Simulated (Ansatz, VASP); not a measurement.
# In3Sb in VASP and in Ansatz

```xyz
4
Lattice="4.6887 0.0000 0.0000 0.0000 4.6887 0.0000 0.0000 0.0000 4.6887" Properties=species:S:1:pos:R:3 pbc="T T T"
In    2.3443    2.3443    0.0000
In    2.3443    0.0000    2.3443
In    0.0000    2.3443    2.3443
Sb    0.0000    0.0000    0.0000
```

Alike in both runs: task single point; functional r2SCAN; k mesh 10 × 10 × 10; occupations gaussian, width 0.1 eV; no spin polarisation.

```csv
,VASP,Ansatz
version,VASP 6.6.1,Ansatz 0.2.0
potentials or method,"VASP PAW PBE potentials, release 64 (In_d, Sb), cutoff 520 eV","scalar-relativistic, plane waves, PAW"
valence electrons in the cell,44,54
```

|  | VASP | Ansatz | Ansatz less VASP |
| --- | --- | --- | --- |
| gap on the k mesh at the Fermi level (eV) | none | none | - |
| pressure (GPa) | 2.8 | 2.8 | +0.03 |

VASP's potentials were made for PBE, not for r2SCAN. A gap of «none» marks a metal or a gap that the smearing closes. VASP's potentials hold 44 valence electrons a cell and Ansatz's 54, so a difference there can come from the potentials and not from the codes.

Spin-orbit coupling is off throughout.
